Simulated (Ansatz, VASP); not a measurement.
## Na2AgAsF6 in VASP and in Ansatz

The input INCAR:

```
  ALGO = Normal
  EDIFF = 1E-6
  ENCUT = 520
  GGA = PE
  ISIF = 2
  ISMEAR = 0
  IVDW = 12
  LASPH = True
  LCHARG = True
  LELF = True
  LREAL = False
  LVHAR = True
  LWAVE = False
  NBANDS = 47
  NELM = 80
  PREC = Accurate
  SIGMA = 0.05
```

KPOINTS

```
k-points
0
Gamma
  6 6 6
```

POSCAR

```
Na2AgAsF6
1.0
    0.0000000000      4.3876615900      4.3876615900
    4.3876615900      0.0000000000      4.3876615900
    4.3876615900      4.3876615900      0.0000000000
Na Ag As F
2 1 1 6
Direct
    0.7500000000      0.7500000000      0.7500000000
    0.2500000000      0.2500000000      0.2500000000
    0.5000000000      0.5000000000      0.5000000000
    0.0000000000      0.0000000000      0.0000000000
    0.7676537798      0.2323462202      0.2323462202
    0.2323462202      0.2323462202      0.7676537798
    0.2323462202      0.7676537798      0.7676537798
    0.2323462202      0.7676537798      0.2323462202
    0.7676537798      0.2323462202      0.7676537798
    0.7676537798      0.7676537798      0.2323462202
```

Input for Ansatz:

```yaml
crystal:
  lattice:
    - [0.0, 4.38766159, 4.38766159]
    - [4.38766159, 0.0, 4.38766159]
    - [4.38766159, 4.38766159, 0.0]
  atoms:
    - { symbol: Na, position: [0.75, 0.75, 0.75] }
    - { symbol: Na, position: [0.25, 0.25, 0.25] }
    - { symbol: Ag, position: [0.5, 0.5, 0.5] }
    - { symbol: As, position: [0.0, 0.0, 0.0] }
    - { symbol: F, position: [0.7676537798, 0.2323462202, 0.2323462202] }
    - { symbol: F, position: [0.2323462202, 0.2323462202, 0.7676537798] }
    - { symbol: F, position: [0.2323462202, 0.7676537798, 0.7676537798] }
    - { symbol: F, position: [0.2323462202, 0.7676537798, 0.2323462202] }
    - { symbol: F, position: [0.7676537798, 0.2323462202, 0.7676537798] }
    - { symbol: F, position: [0.7676537798, 0.7676537798, 0.2323462202] }
basis:
  ecutwfc: 420
kpoints:
  mp_grid: { grid: [6, 6, 6] }
hamiltonian:
  xc: pbe
  dispersion: d3bj
scf:
  occupations: { method: gaussian, width: 0.05 }
output:
  forces: true
  stress: true
  eigenvalues: true
```

Alike in both runs: task single point; functional PBE; dispersion D3(BJ); k mesh 6 × 6 × 6; occupations gaussian, width 0.05 eV; no spin polarisation.

|  | VASP | Ansatz |
| --- | --- | --- |
| version | VASP 6.6.1 | Ansatz 0.2.0 |
| potentials or method | VASP PAW PBE potentials, release 64 (Na_pv, Ag, As, F), cutoff 520 eV | scalar-relativistic, plane waves, PAW |
| valence electrons in the cell | 72 | 94 |

|  | VASP | Ansatz | Ansatz less VASP |
| --- | --- | --- | --- |
| gap on the k mesh at the Fermi level (eV) | 1.87 | 1.89 | +0.016 |
| least direct gap on the mesh (eV) | 2.80 | 2.82 | +0.015 |
| pressure (GPa) | -0.2 | 0.0 | +0.21 |
| rms of the force components (eV/Å) | 0.011 | 0.000 | -0.0113 |

Atom by atom the forces differ by 0.012 eV/Å (rms over components). VASP's potentials hold 72 valence electrons a cell and Ansatz's 94, so a difference there can come from the potentials and not from the codes.
